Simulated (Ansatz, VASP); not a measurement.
Two plane-wave programs on Mo

```
CELL_PARAMETERS angstrom
2.73702 0.00000 0.00000
-0.91234 2.58049 0.00000
0.00000 0.00000 23.93907
ATOMIC_POSITIONS crystal
Mo 0.50000 0.50000 0.31732
Mo 0.00000 0.00000 0.40610
Mo 0.50000 0.50000 0.50000
Mo 0.00000 0.00000 0.59390
Mo 0.50000 0.50000 0.68268
```

Alike in both runs: functional PBE; k mesh 13 × 13 × 1; occupations gaussian, width 0.1 eV; no spin polarisation.

Ansatz relaxed the structure, and its values are those at the end. VASP's run is a single point on that final structure, the one shown.

```csv
,VASP,Ansatz
version,VASP 6.6.1,Ansatz 0.2.0
potentials or method,"VASP PAW PBE potentials, release 64 (Mo_sv), cutoff 520 eV","scalar-relativistic, plane waves, PAW"
valence electrons in the cell,70,70
```

```csv
,VASP,Ansatz,Ansatz less VASP
gap on the k mesh at the Fermi level (eV),none,none,-
rms of the force components (eV/Å),0.011,0.000,-0.0109
```

A gap of «none» marks a metal or a gap that the smearing closes. With one functional, cell and mesh, what is left measures potentials, basis and numerics. Ansatz's warnings: xc potential rough in thin density.
